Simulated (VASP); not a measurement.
**Cd: single point with PBE+U**

Cd:

```
Cd
1.0
     2.97887    0.00000    0.00000
    -1.48944    2.57978    0.00000
     0.00000    0.00000    5.61765
Cd
2
Direct
  0.33333 0.66667 0.25000
  0.66667 0.33333 0.75000
```

```yaml
Program: VASP 6.6.1
Task: single point
Functional: PBE
Potentials_or_basis: VASP PAW PBE potentials, release 64 (Cd)
Cutoff: 500 eV
k_mesh: 6 × 6 × 4
Occupations: gaussian, width 0.1 eV
Spin: no spin polarisation
Hubbard_terms: Cd d U = 3.4 eV, J = 0.75 eV
Dipole_correction: no
LDAUTYPE: 1
Hund's_J: 0.75
Further_INCAR_settings: ALGO = Normal; EDIFF = 1e-06; NBANDS = 19
```

```json
{"Pressure": "4.4 GPa", "Band gap on the k mesh": "zero (band 12 reaches 3.94 eV, above the bottom of band 13 at -0.05 eV)"}
```

Stress tensor (GPa, compression positive):
```
4.74 0.00 0.00
0.00 4.74 0.00
0.00 0.00 3.70
```

Levels at points of the mesh, in eV from the Fermi level:
| k point | band 10 | band 11 | band 12 | band 13 | band 14 | band 15 |
| --- | --- | --- | --- | --- | --- | --- |
| (0.00, 0.00, 0.00) | -9.85 | -9.12 | -3.41 | -3.26 | 10.36 | 14.05 |
| (0.50, 0.00, 0.00) | -9.58 | -2.59 | -2.17 | 1.75 | 2.75 | 2.90 |
| (0.00, 0.00, 0.50) | -9.95 | -7.66 | -7.66 | 3.39 | 3.39 | 14.57 |
| (0.50, 0.00, 0.50) | -9.59 | -1.76 | -1.76 | -0.27 | -0.27 | 7.88 |

Eigenvalues of the final occupation matrices:
| site | spin | trace | eigenvalues |
| --- | --- | --- | --- |
| site 1 d | 1 | 4.82 | 0.96 0.96 0.96 0.96 0.97 |
| site 1 d | 2 | 4.82 | 0.96 0.96 0.96 0.96 0.97 |
| site 2 d | 1 | 4.82 | 0.96 0.96 0.96 0.96 0.97 |
| site 2 d | 2 | 4.82 | 0.96 0.96 0.96 0.96 0.97 |

Run time: 23 s on 1 thread of Intel Xeon 8259CL, with other jobs on the host, peak memory 0.16 GiB.

Caveat: the k points lie up to 0.41 Å⁻¹ apart; U without spin polarisation on a metal has little footing; the U is typed as a test and isn't derived for this compound.
